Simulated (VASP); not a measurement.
Wanted: the native input for a VASP 6.6.1 run.

- Task: single point
- Functional: PBE
- Dispersion: D3(BJ)
- Potentials or basis: VASP PAW PBE potentials, release 64 (S, Pt)
- Cutoff: 400 eV
- k mesh: 9 × 9 × 1
- Occupations: gaussian, width 0.05 eV
- Spin: no spin polarisation
- Dipole correction: yes
- Further INCAR settings: ALGO = Normal; EDIFF = 1e-06; NBANDS = 31; NELMDL = -8

The structure of PtS2 lies in POSCAR:

```
PtS2
1.0
    3.5415277692      0.0000000000      0.0000000000
   -1.7707638846      3.0670530163      0.0000000000
    0.0000000000      0.0000000000     22.4670602589
S Pt
4 2
Direct
    0.6666666667      0.3333333333      0.2002932270
    0.3333333333      0.6666666667      0.3107003403
    0.3333333333      0.6666666667      0.4663578873
    0.0000000000      1.0000000000      0.5767660831
    0.0000000000      0.0000000000      0.2555740805
   -0.3333333333      0.3333333333      0.5214846538
```

These files were run (other wordings do the same):

INCAR

```
SYSTEM = PtS2
PREC     = Accurate       ! precision mode
ENCUT    = 400            ! plane-wave cutoff, eV
EDIFF    = 1E-6           ! SCF threshold, eV
ISMEAR   = 0              ! smearing method
SIGMA    = 0.05           ! smearing width, eV
LREAL    = .False.        ! projectors in reciprocal space
LASPH    = .True.         ! aspherical terms in the spheres
NELM     = 120            ! most SCF steps
ALGO     = Normal         ! electronic algorithm
ISIF     = 2              ! what is computed and relaxed
LWAVE    = .False.        ! write WAVECAR
LCHARG   = .False.        ! write CHGCAR
LDIPOL   = .True.       
IDIPOL   = 3            
DIPOL    = 0.5 0.5 0.389
GGA      = PE             ! functional
IVDW     = 12             ! dispersion correction
NBANDS   = 31             ! bands
GGA_COMPAT= .False.      
NELMDL   = -8
```

KPOINTS

```
regular mesh
0
Gamma
  9 9 1
  0 0 0
```

Potentials or basis: VASP PAW PBE potentials, release 64 (S, Pt).

Command:

```bash
$ cat potpaw_PBE.64/S/POTCAR potpaw_PBE.64/Pt/POTCAR > POTCAR
$ mpirun -np 1 vasp_std > vasp.out
```

It gave:

| Item | Value |
| --- | --- |
| Largest force | 0.039 eV/Å |
| Band gap on the k mesh | 1.37 eV, indirect (least direct gap 1.48 eV) |
| Dispersion energy per atom | -0.314 eV |

Caveat: spin-orbit coupling is left out, which moves the levels of the heavy elements.

Run time: 51 s on 1 thread of Intel(R) Xeon(R) 6975P-C (Granite Rapids), with other jobs on the host, peak memory 0.29 GiB.
